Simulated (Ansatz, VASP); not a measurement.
Two plane-wave programs on Ir2Rh3

```
CELL_PARAMETERS angstrom
2.73520 0.00000 0.00000
-1.36760 2.36875 0.00000
0.00000 0.00000 22.05160
ATOMIC_POSITIONS crystal
Ir 0.33333 0.66667 0.89914
Ir 0.33333 0.66667 0.10086
Ir 0.33333 0.66667 0.50000
Ir 0.66667 0.33333 0.00000
Rh 0.33333 0.66667 0.30063
Rh 0.33333 0.66667 0.69937
Rh 0.66667 0.33333 0.79912
Rh 0.66667 0.33333 0.20088
Rh 0.66667 0.33333 0.40047
Rh 0.66667 0.33333 0.59953
```

Alike in both runs: functional PBE; k mesh 18 × 18 × 2; occupations gaussian, width 0.1 eV; no spin polarisation.

Ansatz relaxed the structure, and its values are those at the end. VASP's run is a single point on that final structure, the one shown.

|  | VASP | Ansatz |
| --- | --- | --- |
| version | VASP 6.6.1 | Ansatz 0.2.0 |
| potentials or method | VASP PAW PBE potentials, release 64 (Ir, Rh_pv), cutoff 520 eV | scalar-relativistic, plane waves, PAW |
| valence electrons in the cell | 126 | 170 |

```csv
,VASP,Ansatz,Ansatz less VASP
gap on the k mesh at the Fermi level (eV),none,none,-
pressure (GPa),0.1,0.0,-0.12
rms of the force components (eV/Å),0.009,0.000,-0.0086
```

A gap of «none» marks a metal or a gap that the smearing closes. The functional is the same, so the differences come from potentials, cutoffs and numerics. VASP's potentials hold 126 valence electrons a cell and Ansatz's 170, so a difference there can come from the potentials and not from the codes.

Neither program's run includes spin-orbit coupling.
